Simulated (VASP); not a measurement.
# Au: single point with PBE+D4

Crystal: Au.

```
Au
1.0
     0.00000    2.05343    2.05343
     2.05343    0.00000    2.05343
     2.05343    2.05343    0.00000
Au
1
Direct
  0.00000 0.00000 0.00000
```

| Property | Result |
| --- | --- |
| Program | VASP 6.6.1 |
| Task | single point |
| Functional | PBE |
| Dispersion | D4 |
| Potentials or basis | VASP PAW PBE potentials, release 64 (Au) |
| Cutoff | 520 eV |
| k mesh | 11 × 11 × 11 |
| Occupations | fermi-dirac, width 0.05 eV |
| Spin | no spin polarisation |
| Dipole correction | no |
| Further INCAR settings | ALGO = Normal; EDIFF = 1e-06; NBANDS = 12 |

```json
{
 "Pressure": "-0.3 GPa",
 "Dispersion energy per atom": "-0.668 eV"
}
```

Levels at points of the mesh, in eV from the Fermi level:
| k point | band 3 | band 4 | band 5 | band 6 | band 7 | band 8 | band 9 | band 10 |
| --- | --- | --- | --- | --- | --- | --- | --- | --- |
| (0.00, 0.00, 0.00) | -4.66 | -4.66 | -3.19 | -3.19 | 14.49 | 18.39 | 18.39 | 18.39 |

Run time: 6 s on 1 thread of Intel(R) Xeon(R) Platinum 8488C (Sapphire Rapids) (shared host), peak memory 0.14 GiB.

Caveat: spin-orbit coupling is left out, which moves the levels of the heavy elements; pairwise dispersion overbinds metals, which lowers pressure and volume.
